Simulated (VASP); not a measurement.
Input of a VASP 6.6.1 run:

The input INCAR:

```
SYSTEM = Li8Ta8HO24
PREC = Accurate ; ENCUT = 520
EDIFF = 1E-6 ; ISMEAR = 0
SIGMA = 0.01 ; LREAL = Auto
LASPH = .TRUE. ; NELM = 80
ALGO = Normal ; ISIF = 2
LWAVE = .FALSE. ; LCHARG = .FALSE.
GGA = PE ; NELECT = 258.0
NBANDS = 154
```

KPOINTS

```
Automatic mesh
0
Gamma
  2 2 2
  0.5 0.5 0.5
```

File POSCAR:

```
Li8Ta8HO24
1.0
   -5.1913846689     -2.9972473360      4.6404663960
    5.1913846689     -2.9972473360      4.6404663960
    0.0000000000      5.9944946720      4.6404663960
Li Ta O H
8 8 24 1
Direct
    0.7030467875      0.7025396426      0.7025389000
    0.2158078386      0.2242513050      0.7207369264
    0.2247607693      0.7207346811      0.2152991273
    0.7212466780      0.2153000243      0.2242524137
    0.2263067542      0.2257975428      0.2257986636
    0.7114190306      0.7169254415      0.2291958201
    0.7174338911      0.2291940909      0.7109107275
    0.2297013182      0.7109104063      0.7169238437
    0.0017942355      0.0012854295      0.0012869676
    0.5022434038      0.5025508574     -0.0034995274
    0.5030586023     -0.0034990038      0.5017350819
   -0.0029923055      0.5017350944      0.5025510155
    0.4832663738      0.4827585862      0.4827580495
    0.0016954514     -0.0023523948      0.5030812964
   -0.0018446084      0.5030809103      0.0011874116
    0.5035896471      0.0011864628     -0.0023524581
    0.2506431980      0.4706095429      0.6055257287
    0.7641160599      0.9442336948      0.5775167564
    0.7582721499      0.4529301127      0.0779559680
    0.2616682731      0.9562217266      0.0753567547
    0.4578782968      0.7589401180      0.5702283809
    0.9639972986      0.2563652004      0.5799700051
    0.9522814336      0.7616191925      0.0791525837
    0.4559162950      0.2614799627      0.0688036817
    0.5707359661      0.4573708373      0.7589396049
    0.0796603829      0.9517733596      0.7616194903
    0.0693112772      0.4554085430      0.2614799696
    0.5804779162      0.9634894694      0.2563647725
    0.7594473888      0.5702283771      0.4573703293
    0.2619878455      0.0688053246      0.4554077417
    0.2568733308      0.5799695814      0.9634905595
    0.7621276299      0.0791526206      0.9517735846
    0.4711179770      0.6055263878      0.2501346832
    0.9567302821      0.0753567916      0.2611600577
    0.9447424821      0.5775177385      0.7636079514
    0.4534390001      0.0779563146      0.7577637591
    0.6060338652      0.2501350395      0.4706096318
    0.0784644711      0.7577642331      0.4529312018
    0.0758653450      0.2611598848      0.9562230321
    0.5780263105      0.7636079494      0.9442330401
    0.3590597382      0.3585536681      0.3585512194
```

Potentials or basis: VASP PAW PBE potentials, release 64 (Li_sv, Ta_pv, O, H).

Run with:

```bash
$ cat potpaw_PBE.64/Li_sv/POTCAR potpaw_PBE.64/Ta_pv/POTCAR potpaw_PBE.64/O/POTCAR potpaw_PBE.64/H/POTCAR > POTCAR
$ mpirun -np 1 vasp_std > vasp.out
```

Q: Estimate the largest force.

A: 0.120 eV/Å.

Forces in eV/Å, atoms in the order of the input:
```
Li   0.000  0.000 -0.009
Li  -0.004  0.000 -0.002
Li   0.002  0.004 -0.002
Li   0.002 -0.004 -0.002
Li   0.000  0.000 -0.003
Li   0.003 -0.005 -0.001
Li  -0.006  0.000 -0.001
Li   0.003  0.005 -0.001
Ta   0.000  0.000  0.104
Ta   0.020  0.025  0.106
Ta   0.011 -0.030  0.106
Ta  -0.031  0.005  0.106
Ta   0.000  0.000  0.068
Ta  -0.004 -0.014  0.096
Ta  -0.010  0.010  0.096
Ta   0.014  0.003  0.096
O    0.029  0.062 -0.010
O    0.031  0.071 -0.043
O    0.018  0.059 -0.025
O    0.021  0.059 -0.031
O   -0.054  0.089 -0.060
O   -0.020  0.050 -0.018
O   -0.024  0.064 -0.030
O   -0.025  0.069 -0.032
O   -0.050 -0.091 -0.060
O   -0.044 -0.053 -0.030
O   -0.048 -0.056 -0.032
O   -0.034 -0.042 -0.018
O    0.104  0.003 -0.060
O    0.072 -0.013 -0.032
O    0.053 -0.008 -0.018
O    0.068 -0.011 -0.030
O    0.039 -0.056 -0.010
O    0.041 -0.048 -0.031
O    0.046 -0.063 -0.043
O    0.042 -0.045 -0.025
O   -0.068 -0.006 -0.010
O   -0.060 -0.014 -0.025
O   -0.062 -0.012 -0.031
O   -0.077 -0.009 -0.043
H    0.000  0.000 -0.010
```

Caveat: the cell carries a net charge on a neutralising background, which shifts energy and pressure.
